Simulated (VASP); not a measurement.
A run of VASP 6.6.1 is set up as follows.

Contents of INCAR:

```
  PREC = Accurate
  ENCUT = 520
  EDIFF = 1E-6
  ISMEAR = -1
  SIGMA = 0.05
  LREAL = Auto
  LASPH = True
  NELM = 120
  ALGO = Normal
  ISIF = 2
  LWAVE = False
  LCHARG = False
  GGA = PS
  NBANDS = 184
  ISYM = -1
  GGA_COMPAT = False
```

The input KPOINTS:

```
explicit points
1
Reciprocal
  0.25000000   0.25000000   0.25000000 1
```

The input POSCAR:

```
Sr4CaTi3O12
1.0
    7.7828210000      0.0000000000      0.0000000000
    0.0000000000      7.7828210000      0.0000000000
    0.0000000000      0.0000000000      7.7828210000
Sr Ca Ti O
8 2 6 24
Direct
    0.9851560000      0.0042690000      0.9966010000
    0.9595240000      0.0025830000      0.5014080000
    0.9872540000      0.4980110000      0.0077720000
    0.9617840000      0.4961850000      0.4957190000
    0.5159880000      0.9957750000      0.0027510000
    0.5417160000      0.9974260000      0.4979770000
    0.5139140000      0.5025690000      0.9913700000
    0.5394450000      0.5031980000      0.5030790000
    0.2520990000      0.2396440000      0.2538340000
    0.2491030000      0.7604460000      0.7455000000
    0.2480760000      0.2746200000      0.7568970000
    0.2528490000      0.7256020000      0.2428370000
    0.7470940000      0.2545890000      0.2427320000
    0.7479720000      0.2463730000      0.7492000000
    0.7529630000      0.7535980000      0.2495130000
    0.7541900000      0.7453340000      0.7556990000
    0.2533150000      0.1706520000      0.9645850000
    0.2515540000      0.4051240000      0.5028540000
    0.2478250000      0.8294640000      0.0352530000
    0.2497430000      0.5949060000      0.4969620000
    0.7470190000      0.2612100000      0.9950130000
    0.7490480000      0.2480720000      0.5003920000
    0.7545740000      0.7389160000      0.0048140000
    0.7520540000      0.7520160000      0.4996880000
    0.9834950000      0.2408120000      0.2498840000
    0.0011630000      0.2428310000      0.7370360000
    0.0030330000      0.7349390000      0.2645400000
    0.9838880000      0.7923690000      0.7484610000
    0.5174080000      0.2082540000      0.2527870000
    0.4981510000      0.2653130000      0.7357040000
    0.5002220000      0.7572900000      0.2627680000
    0.5177050000      0.7597260000      0.7520940000
    0.2488550000      0.9708140000      0.4082140000
    0.2524180000      0.0292300000      0.5910660000
    0.2615930000      0.5106120000      0.1716280000
    0.2395580000      0.4895890000      0.8280770000
    0.7621880000      0.9909450000      0.2385220000
    0.7390420000      0.0092860000      0.7609370000
    0.7383310000      0.4980380000      0.2515680000
    0.7629990000      0.5021020000      0.7479240000
```

Potentials or basis: VASP PAW PBE potentials, release 64 (Sr_sv, Ca_sv, Ti_sv, O).

Command:

```bash
$ cat potpaw_PBE.64/Sr_sv/POTCAR potpaw_PBE.64/Ca_sv/POTCAR potpaw_PBE.64/Ti_sv/POTCAR potpaw_PBE.64/O/POTCAR > POTCAR
$ mpirun -np 1 vasp_std > vasp.out
```

Question: Predict the largest force.

Answer: 0.219 eV/Å.

Question: What does it give for the pressure?

Answer: 12.3 GPa.

Question: Predict the band gap on the k mesh.

Answer: 2.75 eV.

Stress tensor (GPa, compression positive):
```
20.55 -0.78 -0.49
-0.78  8.06 -0.56
-0.49 -0.56  8.23
```

Caveat: the PAW data sets were made with another functional, which shifts forces and pressure a little.
